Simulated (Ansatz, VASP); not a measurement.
Cd3O2 in VASP and in Ansatz

```
CELL_PARAMETERS angstrom
5.54600 0.00000 0.00000
-2.77300 4.80297 0.00000
0.00000 0.00000 3.85707
ATOMIC_POSITIONS crystal
Cd 0.83336 0.16664 0.50000
Cd 0.83336 0.66673 0.50000
Cd 0.33327 0.16664 0.50000
O 0.33333 0.66667 0.17644
O 0.33333 0.66667 0.82356
```

Alike in both runs: functional PBE; k mesh 4 × 4 × 4; occupations gaussian, width 0.2 eV; no spin polarisation.

Ansatz relaxed the structure, and its values are those at the end. VASP's run is a single point on that final structure, the one shown.

```csv
,VASP,Ansatz
version,VASP 6.6.1,Ansatz 0.2.0
potentials or method,"VASP PAW PBE potentials, release 64 (Cd, O), cutoff 600 eV","scalar-relativistic, plane waves, PAW"
valence electrons in the cell,48,72
```

```csv
,VASP,Ansatz,Ansatz less VASP
gap on the k mesh at the Fermi level (eV),none,none,-
pressure (GPa),0.5,0.2,-0.33
rms of the force components (eV/Å),0.158,0.022,-0.1364
```

A gap of «none» marks a metal or a gap that the smearing closes. One of these differences is far larger than is usual between the two programs; its cause wasn't traced. VASP's potentials hold 48 valence electrons a cell and Ansatz's 72, so a difference there can come from the potentials and not from the codes.

The k mesh is coarse, so the values compare programs but aren't converged.
